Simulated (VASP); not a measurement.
Set up this calculation in VASP 6.6.1, as the native input.

* Task: single point
* Functional: PBE
* Dispersion: D3(BJ)
* Potentials or basis: VASP PAW PBE potentials, release 64 (Si, N)
* Cutoff: 520 eV
* k mesh: 7 × 7 × 1
* Occupations: gaussian, width 0.05 eV
* Spin: collinear spin, ferromagnetic start
* Starting moments: [0.0, 0.0, 0.0, 0.0, 3.0] μB
* Dipole correction: yes
* Further INCAR settings: ALGO = Normal; EDIFF = 1e-07; NBANDS = 22

The structure of Si4N lies in POSCAR:

```
Si4N
1.0
    3.8333442755      0.0000000000      0.0000000000
    0.0000000000      3.8333442755      0.0000000000
    0.0000000000      0.0000000000     21.1034818114
Si N
4 1
Direct
    0.0000000000      0.5000000000      0.1895421825
    0.0000000000      0.0000000000      0.2537634269
    0.5000000000      0.0000000000      0.3207061922
    0.5000000000      0.5000000000      0.3839879070
    0.6250000000      0.5000000000      0.5261445439
```

The input as run:

INCAR

```
SYSTEM = Si4N
ALGO = Normal
DIPOL = 0.5 0.5 0.335
EDIFF = 1E-7
ENCUT = 520
GGA = PE
IDIPOL = 3
ISIF = 2
ISMEAR = 0
ISPIN = 2
IVDW = 12
LASPH = .True.
LCHARG = .False.
LDIPOL = .True.
LORBIT = 11
LREAL = .False.
LWAVE = .False.
MAGMOM = 0 0 0 0 3
NBANDS = 22
NELM = 150
PREC = Accurate
SIGMA = 0.05
```

KPOINTS

```
k-points
0
Gamma
  7 7 1
  0 0 0
```

Potentials or basis: VASP PAW PBE potentials, release 64 (Si, N).

Run with:

```sh
$ cat potpaw_PBE.64/Si/POTCAR potpaw_PBE.64/N/POTCAR > POTCAR
$ mpirun -np 1 vasp_std > vasp.out
```

Results of the run:

```
Largest force                                         : 0.590 eV/Å
Net moment                                            : 2.60 μB per cell
Site moments                                          : Si +0.01, -0.01, -0.07 (each value once); N +1.83 μB
Valence electrons inside the program's atomic spheres : Si 1.59, 1.67, 1.57 (each value once); N 3.27
Dispersion energy per atom                            : -0.198 eV
```

Wall time 4.2 min on 1 thread of Intel(R) Xeon(R) 6975P-C (Granite Rapids) (shared host), peak memory 0.56 GiB.
